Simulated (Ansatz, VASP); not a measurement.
Two plane-wave programs on AlP5

Contents of INCAR:

```
SYSTEM = AlP5
PREC = Accurate
ENCUT = 600
EDIFF = 1E-6
ISMEAR = 0
SIGMA = 0.1
LREAL = .False.
LASPH = .True.
NELM = 80
ALGO = Normal
ISIF = 3
LWAVE = .False.
LCHARG = .False.
GGA = PE
IBRION = 2
NSW = 90
EDIFFG = -0.04
```

Contents of KPOINTS:

```
Automatic mesh
0
Gamma
  4 4 4
  0 0 0
```

The input POSCAR:

```
AlP5
1.0
    0.0000000000      3.8753257600      3.8753257600
    3.8753257600      0.0000000000      3.8753257600
    3.8753257600      3.8753257600      0.0000000000
Al P
1 5
Direct
    0.0000000000      0.0000000000      0.0000000000
    0.3750000000      0.3750000000      0.8750000000
    0.3750000000      0.8750000000      0.3750000000
    0.8750000000      0.3750000000      0.3750000000
    0.3750000000      0.3750000000      0.3750000000
    0.7500000000      0.7500000000      0.7500000000
```

Input for Ansatz:

```yaml
crystal:
  lattice:
    - [0.0, 3.87532576, 3.87532576]
    - [3.87532576, 0.0, 3.87532576]
    - [3.87532576, 3.87532576, 0.0]
  atoms:
    - { symbol: Al, position: [0.0, 0.0, 0.0] }
    - { symbol: P, position: [0.375, 0.375, 0.875] }
    - { symbol: P, position: [0.375, 0.875, 0.375] }
    - { symbol: P, position: [0.875, 0.375, 0.375] }
    - { symbol: P, position: [0.375, 0.375, 0.375] }
    - { symbol: P, position: [0.75, 0.75, 0.75] }
basis:
  ecutwfc: 420
kpoints:
  mp_grid: { grid: [4, 4, 4] }
hamiltonian:
  xc: pbe
scf:
  occupations: { method: gaussian, width: 0.1 }
  lower_state_search: "off"
output:
  forces: true
  stress: true
  eigenvalues: true
relax:
  adjacent_minimum: "off"
  f_tol: 0.04
  max_steps: 70
  cell: { stress_tol: 0.4 }
```

Change from the starting cell: species swapped into the Be5Au type (F-43m, No. 216).

Alike in both runs: task relaxation of cell and atoms; functional PBE; k mesh 4 × 4 × 4; occupations gaussian, width 0.1 eV; no spin polarisation.

|  | VASP | Ansatz |
| --- | --- | --- |
| version | VASP 6.6.1 | Ansatz 0.2.0 |
| potentials or method | VASP PAW PBE potentials, release 64 (Al, P), cutoff 600 eV | scalar-relativistic, plane waves, PAW |
| valence electrons in the cell | 28 | 28 |

|  | VASP | Ansatz | Ansatz less VASP |
| --- | --- | --- | --- |
| gap on the k mesh at the Fermi level, each at its own relaxed structure (eV) | none | none | - |
| relaxed volume (Å³/atom) | 15.12 | 15.14 | +0.019 |
| relaxed cell length with the largest relative difference (Å) | 5.044 | 5.046 | +0.0021 |

A gap of «none» marks a metal or a gap that the smearing closes.

Noted on VASP's run: the volume moved by over 15 % at a fixed basis, so the end points are rough.
